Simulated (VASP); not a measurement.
TeWS4:

```xyz
6
Lattice="4.2361 -4.3902 0.0000 4.2361 4.3902 0.0000 0.0000 0.0000 3.8266" Properties=species:S:1:pos:R:3 pbc="T T T"
Te    4.2361    0.0000    1.9133
W     0.0000    0.0000    0.0000
S     4.2361   -2.5929    1.9133
S     4.2361    2.5929    1.9133
S     5.9723    0.0000    0.0000
S     2.4998    0.0000    0.0000
```

```yaml
Program: VASP 6.6.1
Task: relaxation of cell and atoms
Functional: PBE
Potentials_or_basis: VASP PAW PBE potentials, release 64 (Te, W_sv, S)
Cutoff: 600 eV
k_mesh: 4 × 4 × 4
Occupations: gaussian, width 0.1 eV
Spin: no spin polarisation
```

At the start: pressure -5.6 GPa; volume 23.72 Å³/atom.

Question: How do energy, volume and symmetry change on relaxing?

Answer: Over 8 steps the energy falls by 173.4 meV/atom and the volume is 22.82 Å³/atom (-3.8 %); space group Cmmm (No. 65, to 0.05 Å).

The path:
```tsv
step	energy change (eV)	largest force (eV/Å)	pressure (GPa)	volume (Å³)
1	0.0000	2.6860	-5.65	142.33
2	-0.7229	0.4218	7.38	125.80
3	-0.7752	0.9971	3.94	128.83
4	-1.0251	0.1933	1.02	134.80
5	-1.0378	0.1770	0.36	136.69
6	-1.0393	0.0798	-0.46	137.57
7	-1.0404	0.0350	-0.14	137.21
8	-1.0407	0.0040	0.07	136.92
```

Final structure:
```xyz
6
Lattice="4.2722 -4.2742 0.0000 4.2722 4.2742 0.0000 0.0000 0.0000 3.7492" Properties=species:S:1:pos:R:3 pbc="T T T"
Te    4.2722    0.0000    1.8746
W     4.2722    4.2742    0.0000
S     4.2722   -2.7248    1.8746
S     4.2722    2.7248    1.8746
S     6.1784    0.0000    0.0000
S     2.3660    0.0000    3.7492
```

Caveat: the k points lie up to 0.42 Å⁻¹ apart in the final cell.
